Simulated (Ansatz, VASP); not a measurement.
# One calculation of Zr2TeS, two programs

The input INCAR:

```
SYSTEM = Zr2TeS
PREC = Accurate
ENCUT = 600
EDIFF = 1E-7
ISMEAR = 0
SIGMA = 0.1
LREAL = .False.
LASPH = .True.
NELM = 100
ALGO = Normal
ISIF = 3
LWAVE = .False.
LCHARG = .False.
GGA = PS
IBRION = 2
NSW = 100
EDIFFG = -0.05
```

The input KPOINTS:

```
Automatic mesh
0
Gamma
  6 6 6
  0 0 0
```

The input POSCAR:

```
Zr2TeS
1.0
    1.9387902078      1.1193610484      6.3320623031
   -1.9387902078      1.1193610484      6.3320623031
    0.0000000000     -2.2387220967      6.3320623031
Zr Te S
2 1 1
Direct
    0.2500000000      0.2500000000      0.2500000000
    0.7500000000      0.7500000000      0.7500000000
    0.0000000000      0.0000000000      0.0000000000
    0.5000000000      0.5000000000      0.5000000000
```

Input for Ansatz:

```yaml
crystal:
  lattice:
    - [1.9387902078, 1.1193610484, 6.3320623031]
    - [-1.9387902078, 1.1193610484, 6.3320623031]
    - [0.0, -2.2387220967, 6.3320623031]
  atoms:
    - { symbol: Zr, position: [0.25, 0.25, 0.25] }
    - { symbol: Zr, position: [0.75, 0.75, 0.75] }
    - { symbol: Te, position: [0.0, 0.0, 0.0] }
    - { symbol: S, position: [0.5, 0.5, 0.5] }
basis:
  ecutwfc: 420
kpoints:
  mp_grid: { grid: [6, 6, 6] }
hamiltonian:
  xc: pbesol
scf:
  occupations: { method: gaussian, width: 0.1 }
output:
  forces: true
  stress: true
  eigenvalues: true
relax:
  adjacent_minimum: "off"
  f_tol: 0.05
  max_steps: 80
  cell: { stress_tol: 0.5 }
```

Alike in both runs: task relaxation of cell and atoms; functional PBEsol; k mesh 6 × 6 × 6; occupations gaussian, width 0.1 eV; no spin polarisation.

```csv
,VASP,Ansatz
version,VASP 6.6.1,Ansatz 0.2.0
potentials or method,"VASP PAW PBE potentials, release 64 (Zr_sv, Te, S), cutoff 600 eV","scalar-relativistic, plane waves, PAW"
valence electrons in the cell,36,46
```

```tsv
	VASP	Ansatz	Ansatz less VASP
gap on the k mesh at the Fermi level, each at its own relaxed structure (eV)	none	none	-
relaxed volume (Å³/atom)	20.71	20.66	-0.045
relaxed cell length with the largest relative difference (Å)	6.975	7.019	+0.0447
```

VASP's potentials were made for PBE, not for PBEsol. A gap of «none» marks a metal or a gap that the smearing closes. VASP's potentials hold 36 valence electrons a cell and Ansatz's 46, so a difference there can come from the potentials and not from the codes.

Neither program's run includes spin-orbit coupling.
